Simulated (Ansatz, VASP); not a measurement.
**YZr2O2 in VASP and in Ansatz**

```
Y Zr O
1.0
     5.41957    0.00000    0.00000
    -2.70978    4.69348    0.00000
     0.00000    0.00000    6.07663
Y Zr O
1 2 2
Direct
  0.66667 0.33333 0.50000
  0.33333 0.66667 0.69751
  0.33333 0.66667 0.30249
  0.66667 0.33333 0.00000
  0.33333 0.66667 0.00000
```

Alike in both runs: functional PBE; k mesh 6 × 6 × 4; occupations gaussian, width 0.1 eV; no spin polarisation.

Ansatz relaxed the structure, and its values are those at the end. VASP's run is a single point on that final structure, the one shown.

|  | VASP | Ansatz |
| --- | --- | --- |
| version | VASP 6.6.1 | Ansatz 0.2.0 |
| potentials or method | VASP PAW PBE potentials, release 64 (Y_sv, Zr_sv, O), cutoff 520 eV | scalar-relativistic, plane waves, PAW |
| valence electrons in the cell | 47 | 47 |

```csv
,VASP,Ansatz,Ansatz less VASP
gap on the k mesh at the Fermi level (eV),none,none,-
pressure (GPa),0.2,0.1,-0.11
rms of the force components (eV/Å),0.028,0.001,-0.0265
```

A gap of «none» marks a metal or a gap that the smearing closes.
